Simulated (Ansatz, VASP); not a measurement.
## Two plane-wave programs on AlCo

Contents of INCAR:

```
SYSTEM = AlCo
  PREC = Accurate
  ENCUT = 520
  EDIFF = 1E-7
  ISMEAR = 0
  SIGMA = 0.15
  LREAL = .FALSE.
  LASPH = .TRUE.
  NELM = 80
  ALGO = Fast
  ISIF = 2
  LWAVE = .FALSE.
  LCHARG = .FALSE.
  GGA = PS
  NBANDS = 13
```

KPOINTS

```
Automatic mesh
0
G
  24 24 24
  0 0 0
```

POSCAR

```
AlCo
1.0
    2.8225855357      0.0000000000      0.0000000000
    0.0000000000      2.8225855357      0.0000000000
    0.0000000000      0.0000000000      2.8225855357
Al Co
1 1
Direct
    0.0000000000      0.0000000000      0.0000000000
    0.5000000000      0.5000000000      0.5000000000
```

Input for Ansatz:

```yaml
crystal:
  lattice:
    - [2.8225855357, 0.0, 0.0]
    - [0.0, 2.8225855357, 0.0]
    - [0.0, 0.0, 2.8225855357]
  atoms:
    - { symbol: Al, position: [0.0, 0.0, 0.0] }
    - { symbol: Co, position: [0.5, 0.5, 0.5] }
basis:
  ecutwfc: 420
kpoints:
  mp_grid: { grid: [24, 24, 24] }
hamiltonian:
  xc: pbesol
scf:
  occupations: { method: gaussian, width: 0.15 }
output:
  forces: true
  stress: true
  eigenvalues: true
```

Alike in both runs: task single point; functional PBEsol; k mesh 24 × 24 × 24; occupations gaussian, width 0.15 eV; no spin polarisation.

|  | VASP | Ansatz |
| --- | --- | --- |
| version | VASP 6.6.1 | Ansatz 0.2.0 |
| potentials or method | VASP PAW PBE potentials, release 64 (Al, Co), cutoff 520 eV | scalar-relativistic, plane waves, PAW |
| valence electrons in the cell | 12 | 20 |

Ansatz gave:

```
gap on the k mesh at the Fermi level (eV) : none
pressure (GPa)                            : 0.0
```

Estimate VASP's values.

gap on the k mesh at the Fermi level (eV): none; pressure (GPa): 0.1.

VASP's potentials were made for PBE, not for PBEsol. A gap of «none» marks a metal or a gap that the smearing closes. VASP's potentials hold 12 valence electrons a cell and Ansatz's 20, so a difference there can come from the potentials and not from the codes.
